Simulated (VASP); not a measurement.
# Sb (P6_3/mmc) in VASP: further runs, part 2 of 2

VASP 6.6.1. The steps go on from the part before.

**4. Relaxation of cell and atoms, BLYP+D3(BJ)**

File INCAR:

```
PREC = Accurate
ENCUT = 600
EDIFF = 1E-7
ISMEAR = -1
SIGMA = 0.05
LREAL = F
LASPH = T
NELM = 100
ALGO = Normal
ISIF = 3
LWAVE = F
LCHARG = F
GGA = B5
ALDAX = 1.0
AGGAX = 1.0
AGGAC = 1.0
ALDAC = 0.0
IVDW = 12
VDW_S6 = 1.0
VDW_S8 = 2.6996
VDW_A1 = 0.4298
VDW_A2 = 4.2359
IBRION = 2
NSW = 60
EDIFFG = -0.01
```

File KPOINTS:

```
regular mesh
0
Gamma
  9 9 5
```

File POSCAR:

```
Sb
1.0
    3.3545324186      0.0000000000      0.0000000000
   -1.6772662093      2.9051102923      0.0000000000
    0.0000000000      0.0000000000      5.4701606500
Sb
2
Direct
    0.6666666667      0.3333333333      0.7500000000
    0.3333333333      0.6666666667      0.2500000000
```

Potentials or basis: VASP PAW PBE potentials, release 64 (Sb).

Command:

```bash
> cat potpaw_PBE.64/Sb/POTCAR > POTCAR
> mpirun -np 1 vasp_std > vasp.out
```

OUTCAR:

```text
PREC = Accurate
   ENCUT = 600
   EDIFF = 1E-7
   ISMEAR = -1
   LREAL = F
   LASPH = T
   NELM = 100
   ISIF = 3
   GGA = B5
   IVDW = 12
   IBRION = 2
   NSW = 60
   EDIFFG = -0.01
 IVDW          = 12

 ion  position               nearest neighbor table
   1  0.667  0.333  0.750-   2 3.35   2 3.35   2 3.35   2 3.35   2 3.35   2 3.35
   2  0.333  0.667  0.250-   1 3.35   1 3.35   1 3.35   1 3.35   1 3.35   1 3.35

  LATTYP: Found a hexagonal cell.
 ALAT       =     3.3545324186
 C/A-ratio  =     1.6306775334

  Lattice vectors:

 A1 = (   3.3545324186,   0.0000000000,   0.0000000000)
 A2 = (  -1.6772662093,   2.9051102923,   0.0000000000)
 A3 = (   0.0000000000,   0.0000000000,   5.4701606500)

Analysis of symmetry for initial positions (statically):
=====================================================================
 Subroutine PRICEL returns:
 Original cell was already a primitive cell.

 Routine SETGRP: Setting up the symmetry group for a
 hexagonal supercell.

 Subroutine GETGRP returns: Found 24 space group operations
 (whereof 12 operations were pure point group operations)
 out of a pool of 24 trial point group operations.

The static configuration has the point symmetry D_3d.
 The point group associated with its full space group is D_6h.

Analysis of symmetry for dynamics (positions and initial velocities):
=====================================================================
 Subroutine PRICEL returns:
[... 273 lines left out ...]
  free  energy   TOTEN  =        -8.2887445800 eV

  energy  without entropy=       -8.2771664794  energy(sigma->0) =       -8.28295553

[... ionic steps 4 to 15 ...]

--------------------------------------- Ionic step       16  -------------------------------------------

 number of electron      10.0000000 magnetization

------------------------ aborting loop because EDIFF is reached ----------------------------------------
[... 75 lines left out ...]
--------------------------------------- Ionic step       18  -------------------------------------------

 number of electron      10.0000000 magnetization

 Free energy of the ion-electron system (eV)
  ---------------------------------------------------
  ext. energy  EPLUGINS =         0.00000000
  ---------------------------------------------------
  free energy    TOTEN  =        -5.82462268 eV

  energy without entropy =       -5.81460159  energy(sigma->0) =       -5.81961214

 E-fermi :   9.0455     XC(G=0):  -9.5602

 val. band max:        9.0166658062   @ k =   0.2222   0.1111   0.4000
 cond. band min:       9.1131498217   @ k =   0.3333   0.0000   0.0000
 fundamental gap:      0.0964840155
 Fermi energy:         9.0454620638

 k-point     1 :       0.0000    0.0000    0.0000
  band No.  band energies     occupation
      1      -3.9315      2.00000
      2       0.6516      2.00000
      3       3.4892      2.00000
      4      11.4790      0.00000
      5      11.4790      0.00000
      6      13.4541      0.00000
      7      13.4541      0.00000
      8      15.3137      0.00000
      9      15.8510      0.00000
[... 265 lines left out ...]
 k-point    24 :       0.3333    0.3333    0.2000
  band No.  band energies     occupation
      1       0.5282      2.00000
      2       0.5282      2.00000
      3       4.7575      2.00000
      4       5.8487      2.00000
      5       5.8487      2.00000
      6       7.8634      2.00000
      7      10.0888      0.00000
      8      10.0888      0.00000
      9      14.3040      0.00000

 [... further k-points ...]

------------------------ aborting loop because EDIFF is reached ----------------------------------------

 Edisp (eV)   -2.46999

 E8    (eV) :    -1.8654
[... 25 lines left out ...]
  FREE ENERGIE OF THE ION-ELECTRON SYSTEM (eV)
  ---------------------------------------------------
  free  energy   TOTEN  =        -8.2946140707 eV

  energy  without entropy=       -8.2845929813  energy(sigma->0) =       -8.28960353

 reached required accuracy - stopping structural energy minimisation
```

CONTCAR:

```text
Sb
   1.00000000000000
     3.4673048391720984   -0.0000000000000000   -0.0000000000000002
    -1.7336524195860492    3.0027740733590593   -0.0000000000000000
     0.0000000000000000    0.0000000000000006    5.1625365723635808
  Sb
     2
Direct
     0.6666666667000030    0.3333333332999970    0.7500000000000000
     0.3333333332999970    0.6666666667000030    0.2500000000000000

  0.00000000E+00  0.00000000E+00  0.00000000E+00
  0.00000000E+00  0.00000000E+00  0.00000000E+00
```

Wall time 2.8 min (1 thread of Intel Xeon 6975P-C (Granite Rapids), shared host); peak memory 0.22 GiB.

Results:

```yaml
Free_energy: -8.2946 eV
Relaxed_volume: 26.87 Å³/atom
Relaxed_cell: a = 3.467 Å, b = 3.467 Å, c = 5.163 Å, α = 90.00°, β = 90.00°, γ = 120.00°
Space_group_after_relaxing_to_0.05_Å: P6_3/mmc (No. 194)
Energy_gained_by_relaxing: 3.1 meV/atom
Ionic_steps: 18
Pressure_after_relaxing: 0.0 GPa
Band_gap_on_the_k_mesh: zero (band 5 reaches 12.14 eV, above the bottom of band 6 at 6.55 eV)
Dispersion_energy_per_atom: -1.235 eV
```

Step by step:
| step | energy change (eV) | largest force (eV/Å) | pressure (GPa) | volume (Å³) |
| --- | --- | --- | --- | --- |
| 1 | 0.0000 | 0.0000 | 0.26 | 53.31 |
| 2 | -0.0003 | 0.0000 | -0.12 | 53.65 |
| 3 | -0.0003 | 0.0000 | -0.08 | 53.61 |
| 4 | -0.0005 | 0.0000 | -0.07 | 53.61 |
| 5 | -0.0012 | 0.0000 | -0.05 | 53.59 |
| 6 | -0.0021 | 0.0000 | 0.02 | 53.55 |
| 7 | -0.0047 | 0.0000 | 0.27 | 53.43 |
| 8 | 0.0164 | 0.0000 | 1.43 | 53.02 |
| 9 | -0.0055 | 0.0000 | 0.38 | 53.39 |
| 10 | -0.0024 | 0.0000 | 0.73 | 53.25 |
| 11 | -0.0057 | 0.0000 | 0.43 | 53.37 |
| 12 | -0.0056 | 0.0000 | 0.45 | 53.36 |
| 13 | -0.0057 | 0.0000 | 0.42 | 53.40 |
| 14 | -0.0058 | 0.0000 | 0.40 | 53.43 |
| 15 | -0.0059 | 0.0000 | 0.35 | 53.47 |
| 16 | -0.0061 | 0.0000 | 0.21 | 53.58 |
| 17 | -0.0062 | 0.0000 | -0.08 | 53.82 |
| 18 | -0.0062 | 0.0000 | 0.00 | 53.75 |

Final structure:
```
Sb
1.0
     3.46730    0.00000    0.00000
    -1.73365    3.00277    0.00000
     0.00000    0.00000    5.16254
Sb
2
Direct
  0.66667 0.33333 0.75000
  0.33333 0.66667 0.25000
```

Caveat: the PAW data sets were made with another functional, which shifts forces and pressure a little; spin-orbit coupling is left out, which moves the levels of the heavy elements; pairwise dispersion overbinds metals, which lowers pressure and volume.

**5. Summary**

| task | level | cell | cutoff (eV) | smearing | gap on the mesh (eV) | pressure (GPa) |
| --- | --- | --- | --- | --- | --- | --- |
| single point | PBE | a = 3.355, b = 3.355, c = 5.470 Å, angles 90.0, 90.0, 120.0°, 2 atoms | 520 | gaussian 0.03 eV | none | 1.3 |
| single point | BLYP+D4 | a = 3.493, b = 3.493, c = 5.173 Å, angles 90.0, 90.0, 120.0°, 2 atoms | 520 | fermi-dirac 0.05 eV | none | 0.2 |
| relaxation of cell and atoms | BLYP+D3(BJ) | relaxed from a = 3.355, b = 3.355, c = 5.470 Å, angles 90.0, 90.0, 120.0°, 2 atoms | 600 | fermi-dirac 0.05 eV | none | 0.0 |

Alike in all rows: potentials or basis VASP PAW PBE potentials, release 64 (Sb); no spin polarisation; k mesh 9 × 9 × 5.

Caveats: spin-orbit coupling is left out, which moves the levels of the heavy elements; the PAW data sets were made with another functional, which shifts forces and pressure a little (some runs); pairwise dispersion overbinds metals, which lowers pressure and volume (some runs).

Total energies depend on the potentials used, so only differences within one code and one set of settings carry meaning.
